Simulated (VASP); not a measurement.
Wanted: the native input for a VASP 6.6.1 run.

```
Task                   : relaxation of cell and atoms
Functional             : PBE
Potentials or basis    : VASP PAW PBE potentials, release 64 (Tl_d)
Cutoff                 : 600 eV
k mesh                 : 9 × 9 × 14
Occupations            : gaussian, width 0.1 eV
Spin                   : no spin polarisation
Dipole correction      : no
Further INCAR settings : ALGO = Fast; EDIFF = 1e-07; IBRION = 2; EDIFFG = -0.01; NSW = 100; ISIF = 3
```

The structure of Tl lies in POSCAR:

```
Tl
1.0
    5.8199975130      0.0000000000      0.0000000000
   -2.9099987565      5.0402656962      0.0000000000
    0.0000000000      0.0000000000      3.5679115188
Tl
3
Direct
    0.0000000000      0.0000000000      0.0000000000
    0.3333333333      0.6666666667      0.5000000000
    0.6666666667      0.3333333333      0.5000000000
```

This isn't the form of Tl at room conditions, which is hcp.

The input as run:

INCAR

```
SYSTEM = Tl
ALGO = Fast ; EDIFF = 1E-7
EDIFFG = -0.01 ; ENCUT = 600
GGA = PE ; IBRION = 2
ISIF = 3 ; ISMEAR = 0
LASPH = .TRUE. ; LCHARG = .FALSE.
LREAL = .FALSE. ; LWAVE = .FALSE.
NELM = 100 ; NSW = 100
PREC = Accurate ; SIGMA = 0.1
```

KPOINTS

```
k-points
0
G
  9 9 14
  0 0 0
```

Potentials or basis: VASP PAW PBE potentials, release 64 (Tl_d).

Launch:

```sh
$ cat potpaw_PBE.64/Tl_d/POTCAR > POTCAR
$ mpirun -np 1 vasp_std > vasp.out
```

It gave:

```
Relaxed volume                        : 31.78 Å³/atom
Relaxed cell                          : a = 5.699 Å, b = 5.699 Å, c = 3.389 Å, α = 90.00°, β = 90.00°, γ = 120.00°
Space group after relaxing (to 0.1 Å) : P6/mmm (No. 191)
Energy gained by relaxing             : 20.7 meV/atom
Ionic steps                           : 6
Pressure after relaxing               : 0.0 GPa
Band gap on the k mesh                : zero (an odd number of electrons rules out a gap without spin polarisation)
```

Caveat: spin-orbit coupling is left out, which moves the levels of the heavy elements.

Run time: 8.9 min on 1 thread of Intel(R) Xeon(R) 6975P-C (Granite Rapids), with other jobs on the host, peak memory 0.42 GiB.
